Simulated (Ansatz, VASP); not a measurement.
## SiGe2 in VASP and in Ansatz

File INCAR:

```
SYSTEM = SiGe2
  ALGO = Normal
  EDIFF = 1E-6
  ENCUT = 520
  GGA = PE
  ISIF = 2
  ISMEAR = 0
  LASPH = .TRUE.
  LCHARG = .TRUE.
  LELF = .TRUE.
  LREAL = .FALSE.
  LVHAR = .TRUE.
  LWAVE = .FALSE.
  NBANDS = 23
  NELM = 60
  PREC = Accurate
  SIGMA = 0.1
```

The input KPOINTS:

```
k-points
0
G
  8 8 8
  0 0 0
```

POSCAR

```
SiGe2
1.0
   -1.4687026200      1.4687026200      6.2311775000
    1.4687026200     -1.4687026200      6.2311775000
    1.4687026200      1.4687026200     -6.2311775000
Si Ge
1 2
Direct
    0.5000000000      0.5000000000      0.0000000000
    0.8333333300      0.8333333300      0.0000000000
    0.1666666700      0.1666666700      0.0000000000
```

Input for Ansatz:

```yaml
crystal:
  lattice:
    - [-1.46870262, 1.46870262, 6.2311775]
    - [1.46870262, -1.46870262, 6.2311775]
    - [1.46870262, 1.46870262, -6.2311775]
  atoms:
    - { symbol: Si, position: [0.5, 0.5, 0.0] }
    - { symbol: Ge, position: [0.83333333, 0.83333333, 0.0] }
    - { symbol: Ge, position: [0.16666667, 0.16666667, 0.0] }
basis:
  ecutwfc: 420
kpoints:
  mp_grid: { grid: [8, 8, 8] }
hamiltonian:
  xc: pbe
scf:
  occupations: { method: gaussian, width: 0.1 }
  lower_state_search: "off"
output:
  forces: true
  stress: true
  eigenvalues: true
```

Alike in both runs: task single point; functional PBE; k mesh 8 × 8 × 8; occupations gaussian, width 0.1 eV; no spin polarisation.

|  | VASP | Ansatz |
| --- | --- | --- |
| version | VASP 6.6.1 | Ansatz 0.2.0 |
| potentials or method | VASP PAW PBE potentials, release 64 (Si, Ge_d), cutoff 520 eV | scalar-relativistic, plane waves, PAW |
| valence electrons in the cell | 32 | 32 |

```csv
,VASP,Ansatz,Ansatz less VASP
gap on the k mesh at the Fermi level (eV),none,none,-
pressure (GPa),1.1,1.1,+0.02
"traceless stress, the component that is largest in VASP (GPa)",1.17,1.17,0.000
rms of the force components (eV/Å),0.226,0.224,-0.0011
```

Atom by atom the forces differ by 0.001 eV/Å (rms over components). A gap of «none» marks a metal or a gap that the smearing closes.

The k mesh is coarse, so the values compare programs but aren't converged.
